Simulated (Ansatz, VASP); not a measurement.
**Two plane-wave programs on KI**

The input POSCAR:

```
KI
1.0
    4.4518504101      0.0000000000      0.0000000000
    0.0000000000      4.4518504101      0.0000000000
    0.0000000000      0.0000000000      4.2679716329
K I
1 1
Direct
    0.0000000000      0.0000000000      0.0000000000
    0.5000000000      0.5000000000      0.5000000000
```

File INCAR.step1:

```
SYSTEM = KI
PREC = Accurate
ENCUT = 520
EDIFF = 1E-5
ISMEAR = 0
SIGMA = 0.01
LREAL = .FALSE.
LASPH = .TRUE.
NELM = 80
ALGO = Normal
ISIF = 2
LWAVE = .TRUE.
LCHARG = .FALSE.
GGA = PE
NBANDS = 15
```

Contents of INCAR.step2:

```
SYSTEM = KI
PREC = Accurate
ENCUT = 520
EDIFF = 1E-6
ISMEAR = 0
SIGMA = 0.01
LREAL = .FALSE.
LASPH = .TRUE.
NELM = 80
ALGO = Normal
ISIF = 2
LWAVE = .FALSE.
LCHARG = .FALSE.
GGA = PE
LHFCALC = .TRUE.
HFSCREEN = 0.2079
PRECFOCK = Normal
ISTART = 1
NBANDS = 15
```

KPOINTS

```
regular mesh
0
G
  4 4 4
  0 0 0
```

Input for Ansatz:

```yaml
crystal:
  lattice:
    - [4.4518504101, 0.0, 0.0]
    - [0.0, 4.4518504101, 0.0]
    - [0.0, 0.0, 4.2679716329]
  atoms:
    - { symbol: K, position: [0.0, 0.0, 0.0] }
    - { symbol: I, position: [0.5, 0.5, 0.5] }
kpoints:
  mp_grid: { grid: [4, 4, 4] }
  band_path:
    path: [[0.0, 0.0, 0.0], [0.0, 0.5, 0.0], [0.5, 0.5, 0.0], [0.5, 0.5, 0.5]]
    npoints: 1
hamiltonian:
  xc: hse06
scf:
  occupations: { method: fixed }
  n_extra_bands: 4
output:
  forces: true
  stress: true
  eigenvalues: true
  write_density: true
  write_potential: true
  elf: true
  volumetric_format: npy
```

Change from the starting cell: epitaxial_xy strain +3.8%.

Alike in both runs: task single point; functional HSE06; k mesh 4 × 4 × 4; no spin polarisation.

|  | VASP | Ansatz |
| --- | --- | --- |
| version | VASP 6.6.1 | Ansatz 0.2.0 |
| potentials or method | VASP PAW PBE potentials, release 64 (K_sv, I) | plane waves, PAW |
| plane-wave cutoff (eV) | 520 | 420 |
| occupations | gaussian, width 0.01 eV | fixed |
| valence electrons in the cell | 16 | 26 |

|  | VASP | Ansatz | Ansatz less VASP |
| --- | --- | --- | --- |
| gap on the k mesh at the Fermi level (eV) | 3.96 | 3.96 | +0.008 |
| pressure (GPa) | -0.5 | -0.5 | 0.00 |
| traceless stress, the component that is largest in VASP (GPa) | 0.81 | 0.81 | +0.003 |

VASP's potentials hold 16 valence electrons a cell and Ansatz's 26, so a difference there can come from the potentials and not from the codes. Ansatz's warnings: stress exchange threshold loose, stress scf threshold loose.

Spin-orbit coupling is off throughout.
